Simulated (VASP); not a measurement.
# SiC3 (P4/mmm) in VASP: single point with PBE

Aim: the single point of SiC3 with PBE.

Program: VASP 6.6.1. These are calculated values, not measurements. Logs are shortened: lines on timing, memory, paths and dates and some standing lists are left out, and cuts for length are marked.

## Step 1: The cell of the first run

It takes space group P4/mmm (No. 123, tetragonal). Conventional cell: a = 3.498 Å, b = 3.498 Å, c = 2.581 Å, α = 90.00°, β = 90.00°, γ = 90.00°. Within 2.9 Å of Si (site symmetry 4/mmm) lie 12 C at 2.17 to 2.47 Å and 2 Si at 2.58 Å. C (site symmetry mmm) has 4 Si at 2.17 Å and 10 C at 2.17 to 2.58 Å within 2.9 Å. Within 2.9 Å of C (site symmetry 4/mmm) lie 10 C at 2.17 to 2.58 Å and 4 Si at 2.47 Å.

The cell was built from a structure type or drawn by symmetry, and may not be a known phase.

## Step 2: Single point, PBE

INCAR

```
SYSTEM = SiC3
PREC = Accurate
ENCUT = 600
EDIFF = 1E-6
ISMEAR = 0
SIGMA = 0.2
LREAL = .False.
LASPH = .True.
NELM = 120
ALGO = Normal
ISIF = 2
LWAVE = .False.
LCHARG = .True.
GGA = PE
LELF = .True.
LVHAR = .True.
NBANDS = 16
GGA_COMPAT = .False.
```

KPOINTS

```
regular mesh
0
Gamma
  5 5 5
  0 0 0
```

POSCAR

```
SiC3
1.0
    3.4983227078      0.0000000000      0.0000000000
    0.0000000000      3.4983227078      0.0000000000
    0.0000000000      0.0000000000      2.5809261895
Si C
1 3
Direct
    0.0000000000      0.0000000000      0.0000000000
    0.0000000000      0.5000000000      0.5000000000
    0.5000000000      0.0000000000      0.5000000000
    0.5000000000      0.5000000000      0.0000000000
```

Potentials or basis: VASP PAW PBE potentials, release 64 (Si, C).

Run with:

```
cat potpaw_PBE.64/Si/POTCAR potpaw_PBE.64/C/POTCAR > POTCAR
mpirun -np 1 vasp_std > vasp.out
```

OUTCAR:

```text
SYSTEM = SiC3
   PREC = Accurate
   ENCUT = 600
   EDIFF = 1E-6
   ISMEAR = 0
   LREAL = .False.
   LASPH = .True.
   NELM = 120
   ISIF = 2
   GGA = PE

 ion  position               nearest neighbor table
   1  0.000  0.000  0.000-   2 2.17   3 2.17   2 2.17   3 2.17   2 2.17   2 2.17   3 2.17   3 2.17
                             4 2.47   4 2.47   4 2.47   4 2.47
   2  0.000  0.500  0.500-   1 2.17   1 2.17   1 2.17   1 2.17
   3  0.500  0.000  0.500-   1 2.17   1 2.17   1 2.17   1 2.17
   4  0.500  0.500  0.000-   1 2.47   1 2.47   1 2.47   1 2.47

  LATTYP: Found a simple tetragonal cell.
 ALAT       =     3.4983227078
 C/A-ratio  =     0.7377610372

  Lattice vectors:

 A1 = (   3.4983227078,   0.0000000000,   0.0000000000)
 A2 = (   0.0000000000,   3.4983227078,   0.0000000000)
 A3 = (   0.0000000000,   0.0000000000,   2.5809261895)

Analysis of symmetry for initial positions (statically):
=====================================================================
 Subroutine PRICEL returns:
 Original cell was already a primitive cell.

 Routine SETGRP: Setting up the symmetry group for a
 simple tetragonal supercell.

 Subroutine GETGRP returns: Found 16 space group operations
 (whereof 16 operations were pure point group operations)
 out of a pool of 16 trial point group operations.

The static configuration has the point symmetry D_4h.

Analysis of symmetry for dynamics (positions and initial velocities):
=====================================================================
 Subroutine PRICEL returns:
 Original cell was already a primitive cell.

 Routine SETGRP: Setting up the symmetry group for a
 simple tetragonal supercell.

 Subroutine GETGRP returns: Found 16 space group operations
 (whereof 16 operations were pure point group operations)
 out of a pool of 16 trial point group operations.

The dynamic configuration has the point symmetry D_4h.

 Subroutine INISYM returns: Found 16 space group operations
 (whereof 16 operations are pure point group operations),
 and found     1 'primitive' translations

----------------------------------------------------------------------------------------

                                     Primitive cell

  volume of cell :      31.5861

  direct lattice vectors                    reciprocal lattice vectors
     3.498322708  0.000000000  0.000000000     0.285851273  0.000000000  0.000000000
     0.000000000  3.498322708  0.000000000     0.000000000  0.285851273  0.000000000
     0.000000000  0.000000000  2.580926189     0.000000000  0.000000000  0.387457806

  length of vectors
     3.498322708  3.498322708  2.580926189     0.285851273  0.285851273  0.387457806

  position of ions in fractional coordinates (direct lattice)
     0.000000000  0.000000000  0.000000000
     0.000000000  0.500000000  0.500000000
     0.500000000  0.000000000  0.500000000
     0.500000000  0.500000000  0.000000000

  ion indices of the primitive-cell ions
   primitive index   ion index
                 1           1
                 2           2
                 3           3
                 4           4

----------------------------------------------------------------------------------------

 KPOINTS: regular mesh

Automatic generation of k-mesh.
 Grid dimensions read from file:
 generate k-points for:    5    5    5

 Generating k-lattice:

  Cartesian coordinates                     Fractional coordinates (reciprocal lattice)
     0.057170255  0.000000000  0.000000000     0.200000000  0.000000000  0.000000000
     0.000000000  0.057170255  0.000000000     0.000000000  0.200000000  0.000000000
     0.000000000  0.000000000  0.077491561     0.000000000  0.000000000  0.200000000

  Length of vectors
     0.057170255  0.057170255  0.077491561

  Shift w.r.t. Gamma in fractional coordinates (k-lattice)
     0.000000000  0.000000000  0.000000000

 Subroutine IBZKPT returns following result:
 ===========================================

 Found     18 irreducible k-points:

 Following reciprocal coordinates:
            Coordinates               Weight
  0.000000  0.000000  0.000000      1.000000
  0.200000  0.000000  0.000000      4.000000
  0.400000  0.000000  0.000000      4.000000
  0.200000  0.200000  0.000000      4.000000
  0.400000  0.200000  0.000000      8.000000
  0.400000  0.400000  0.000000      4.000000
[... 10 lines left out ...]
  0.400000  0.200000  0.400000     16.000000
  0.400000  0.400000  0.400000      8.000000
   k-points           NKPTS =     18   k-points in BZ     NKDIM =     18   number of bands    NBANDS=     16
   number of dos      NEDOS =    301   number of ions     NIONS =      4
   total plane-waves  NPLWV =  18816
   dimension x,y,z NGX =    28 NGY =   28 NGZ =   24
   dimension x,y,z NGXF=    56 NGYF=   56 NGZF=   48
   ions per type =               1   3
   NGX,Y,Z   is equivalent  to a cutoff of  13.31, 13.31, 15.46 a.u.
   NGXF,Y,Z  is equivalent  to a cutoff of  26.61, 26.61, 30.92 a.u.
 SYSTEM =  SiC3
   PREC   = accura    normal or accurate (medium, high low for compatibility)
   ISTART =      0    job   : 0-new  1-cont  2-samecut
   ICHARG =      2    charge: 1-file 2-atom 10-const
   ISPIN  =      1    spin polarized calculation?
   LNONCOLLINEAR =      F non collinear calculations
   LSORBIT =      F    spin-orbit coupling
   LASPH  =      T    aspherical Exc in radial PAW
   ENCUT  =  600.0 eV  44.10 Ry    6.64 a.u.   6.99  6.99  5.15*2*pi/ulx,y,z
   NELM   =    120;   NELMIN=  2; NELMDL= -5     # of ELM steps
   EDIFF  = 0.1E-05   stopping-criterion for ELM
   LREAL  =      F    real-space projection
   EDIFFG = 0.1E-04   stopping-criterion for IOM
   NSW    =      0    number of steps for IOM
   IBRION =     -1    ionic relax: 0-MD 1-quasi-New 2-CG
   NFREE  =      0    steps in history (QN), initial steepest desc. (CG)
   ISIF   =      2    stress and relaxation
   ISYM   =      2    0-nonsym 1-usesym 2-fastsym
   POTIM  = 0.5000    time-step for ionic-motion
   TEBEG  =    0.0;   TEEND  =   0.0 temperature during run
   PSTRESS=    0.0 pullay stress
   NELECT =      16.0000    total number of electrons
   NUPDOWN=      -1.0000    fix difference up-down
   EMIN   =  10.00;   EMAX   =-10.00  energy-range for DOS
   EFERMI =   0.00;   METHOD = LEGACY
   ISMEAR =     0;   SIGMA  =   0.20  broadening in eV -4-tet -1-fermi 0-gaus
   EFERMI_NEDOS =   21; number of points for ismear=-14 and -15
   IALGO  =     38    algorithm
   IMIX   =      4    mixing-type and parameters
     AMIX     =   0.40;   BMIX     =  1.00
     AMIX_MAG =   1.60;   BMIX_MAG =  1.00
  volume/ion in A,a.u.               =       7.90        53.29
  Fermi-wavevector in a.u.,A,eV,Ry     =   1.305018  2.466126 23.171688  1.703071
  Thomas-Fermi vector in A             =   2.435915
   LORBIT       =      0    0 simple, 1 ext, 2 COOP (PROOUT), +10 PAW based schemes
   GGA     = PE    functional components
   LHFCALC =     F    Hartree Fock is set to
   AEXX    =    0.0000 exact exchange contribution
   IVDW    =     0    specifies the selected vdW correction
   LEPSILON=     F    determine dielectric tensor
   LRPA    =     F    only Hartree local field effects (RPA)
 non-spin polarized calculation
 Gauss-broadening in eV      SIGMA  =   0.20
  energy-cutoff  :      600.00
  volume of cell :       31.59
 maximum number of plane-waves:      1066
 NGX is ok and might be reduce to    28
   NGX = 13   NGY = 13   NGZ = 11

 number of electron      16.0000001 magnetization

 Free energy of the ion-electron system (eV)
  ---------------------------------------------------
  ext. energy  EPLUGINS =         0.00000000
  ---------------------------------------------------
  free energy    TOTEN  =       -21.07999870 eV

  energy without entropy =      -21.05349585  energy(sigma->0) =      -21.06674728

 E-fermi :   9.9472     XC(G=0): -12.7087

 val. band max:        9.8924943636   @ k =   0.4000   0.2000   0.4000
 cond. band min:      10.2225155300   @ k =   0.2000   0.2000   0.4000
 fundamental gap:      0.3300211664
 Fermi energy:         9.9472266662

 k-point     1 :       0.0000    0.0000    0.0000
  band No.  band energies     occupation
      1      -8.4257      2.00000
      2       0.8887      2.00000
      3       1.9214      2.00000
      4       1.9214      2.00000
      5       2.8853      2.00000
      6       7.9053      2.00000
[... 8 lines left out ...]
     15      18.3102      0.00000
     16      22.7988      0.00000

 k-point     2 :       0.2000    0.0000    0.0000
  band No.  band energies     occupation
      1      -8.0001      2.00000
      2      -1.8019      2.00000
      3       2.2113      2.00000
      4       2.3345      2.00000
      5       5.9344      2.00000
      6       7.7427      2.00000
[... 8 lines left out ...]
     15      19.9740      0.00000
     16      21.4721      0.00000

 k-point     3 :       0.4000    0.0000    0.0000
  band No.  band energies     occupation
      1      -6.7332      2.00000
      2      -4.6314      2.00000
      3       3.1412      2.00000
      4       3.5443      2.00000
      5       5.2913      2.00000
      6       5.5112      2.00000
[... 8 lines left out ...]
     15      20.9814      0.00000
     16      21.3778      0.00000

 k-point     4 :       0.2000    0.2000    0.0000
  band No.  band energies     occupation
      1      -7.5760      2.00000
      2      -1.7685      2.00000
      3      -0.8686      2.00000
      4       4.4879      2.00000
      5       5.8824      2.00000
      6       7.0131      2.00000
[... 8 lines left out ...]
     15      20.6993      0.00000
     16      21.3963      0.00000
[... 210 lines left out ...]
 k-point    16 :       0.2000    0.2000    0.4000
  band No.  band energies     occupation
      1      -4.5281      2.00000
      2      -0.8334      2.00000
      3       0.9883      2.00000
      4       2.3873      2.00000
      5       4.7821      2.00000
      6       5.5659      2.00000
[... 8 lines left out ...]
     15      17.6452      0.00000
     16      19.9388      0.00000

 k-point    17 :       0.4000    0.2000    0.4000
  band No.  band energies     occupation
      1      -3.3110      2.00000
      2      -1.3436      2.00000
      3       0.4181      2.00000
      4       2.5525      2.00000
      5       3.0101      2.00000
      6       4.6611      2.00000
[... 8 lines left out ...]
     15      18.5446      0.00000
     16      21.2789      0.00000

 k-point    18 :       0.4000    0.4000    0.4000
  band No.  band energies     occupation
      1      -2.1233      2.00000
      2      -0.5135      2.00000
      3       0.1494      2.00000
      4       1.8044      2.00000
      5       2.0940      2.00000
      6       3.2547      2.00000
[... 8 lines left out ...]
     15      20.5945      0.00000
     16      21.6682      0.00000

------------------------ aborting loop because EDIFF is reached ----------------------------------------

  FORCE on cell =-STRESS in cart. coord.  units (eV):
  Direction    XX          YY          ZZ          XY          YZ          ZX
  --------------------------------------------------------------------------------------
  -------------------------------------------------------------------------------------
  Total        0.0158537      0.0158537      0.0188414      0.0000000      0.0000000     -0.0000000
  in kB        0.8041668      0.8041668      0.9557126      0.0000000      0.0000000     -0.0000000
  external PRESSURE =       0.8546821 kB  Pullay stress =       0.0000000 kB

 VOLUME and BASIS-vectors are now :
 -----------------------------------------------------------------------------
  energy-cutoff  :      600.00
  volume of cell :       31.59
      direct lattice vectors                 reciprocal lattice vectors
     3.498322708  0.000000000  0.000000000     0.285851273  0.000000000  0.000000000
     0.000000000  3.498322708  0.000000000     0.000000000  0.285851273  0.000000000
     0.000000000  0.000000000  2.580926189     0.000000000  0.000000000  0.387457806

 POSITION                                       TOTAL-FORCE (eV/Angst)
 -----------------------------------------------------------------------------------
      0.00000      0.00000      0.00000         0.000000      0.000000      0.000000
      0.00000      1.74916      1.29046         0.000000      0.000000      0.000000
      1.74916      0.00000      1.29046         0.000000      0.000000      0.000000
      1.74916      1.74916      0.00000         0.000000      0.000000      0.000000
 -----------------------------------------------------------------------------------
    total drift:                                0.000000      0.000000      0.000000

  FREE ENERGIE OF THE ION-ELECTRON SYSTEM (eV)
  ---------------------------------------------------
  free  energy   TOTEN  =       -21.0799987002 eV

  energy  without entropy=      -21.0534958523  energy(sigma->0) =      -21.06674728
```

Run time: 6.1 s. Hardware: 1 thread of Intel Xeon Platinum 8488C (Sapphire Rapids), shared host; peak memory 0.14 GiB.

Results:

| Quantity | Value |
| --- | --- |
| Free energy | -21.0800 eV |
| Pressure | 0.1 GPa |
| Band gap on the k mesh | zero (bands 8 and 9 overlap by 2.74 eV) |

Levels at points of the mesh, in eV from the Fermi level:
```csv
k point,band 5,band 6,band 7,band 8,band 9,band 10,band 11,band 12
"(0.00, 0.00, 0.00)",-7.06,-2.04,-0.84,-0.84,1.83,2.95,5.17,6.52
```

Caveat: the k points lie up to 0.49 Å⁻¹ apart, too coarse for converged energies and pressures of a metal.
